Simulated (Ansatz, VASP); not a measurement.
One calculation of TiB2, two programs

The input INCAR:

```
SYSTEM = TiB2
PREC = Accurate
ENCUT = 520
EDIFF = 1E-6
ISMEAR = 0
SIGMA = 0.1
LREAL = .FALSE.
LASPH = .TRUE.
NELM = 80
ALGO = Normal
ISIF = 2
LWAVE = .FALSE.
LCHARG = .FALSE.
GGA = PS
NBANDS = 16
```

Contents of KPOINTS:

```
regular mesh
0
G
  15 15 14
  0 0 0
```

The input POSCAR:

```
TiB2
1.0
    3.0672752230      0.0000000000      0.0000000000
   -1.5336376115      2.6563382635      0.0000000000
    0.0000000000      0.0000000000      3.0752769880
Ti B
1 2
Direct
    0.0000000000      0.0000000000      0.0131416203
    0.3333333333      0.6666666667      0.4934291899
    0.6666666667      0.3333333333      0.4934291899
```

Input for Ansatz:

```yaml
crystal:
  lattice:
    - [3.067275223, 0.0, 0.0]
    - [-1.5336376115, 2.6563382635, 0.0]
    - [0.0, 0.0, 3.075276988]
  atoms:
    - { symbol: Ti, position: [0.0, 0.0, 0.0131416203] }
    - { symbol: B, position: [0.3333333333, 0.6666666667, 0.4934291899] }
    - { symbol: B, position: [0.6666666667, 0.3333333333, 0.4934291899] }
basis:
  ecutwfc: 420
kpoints:
  mp_grid: { grid: [15, 15, 14] }
hamiltonian:
  xc: pbesol
scf:
  occupations: { method: gaussian, width: 0.1 }
output:
  forces: true
  stress: true
  eigenvalues: true
```

Alike in both runs: task single point; functional PBEsol; k mesh 15 × 15 × 14; occupations gaussian, width 0.1 eV; no spin polarisation.

|  | VASP | Ansatz |
| --- | --- | --- |
| version | VASP 6.6.1 | Ansatz 0.2.0 |
| potentials or method | VASP PAW PBE potentials, release 64 (Ti_sv, B), cutoff 520 eV | scalar-relativistic, plane waves, PAW |
| valence electrons in the cell | 18 | 18 |

|  | VASP | Ansatz | Ansatz less VASP |
| --- | --- | --- | --- |
| gap on the k mesh at the Fermi level (eV) | none | none | - |
| pressure (GPa) | -0.1 | -0.4 | -0.35 |
| traceless stress, the component that is largest in VASP (GPa) | 14.10 | 14.21 | +0.103 |
| rms of the force components (eV/Å) | 0.414 | 0.412 | -0.0018 |

VASP's potentials were made for PBE, not for PBEsol. Atom by atom the forces differ by 0.002 eV/Å (rms over components). A gap of «none» marks a metal or a gap that the smearing closes.
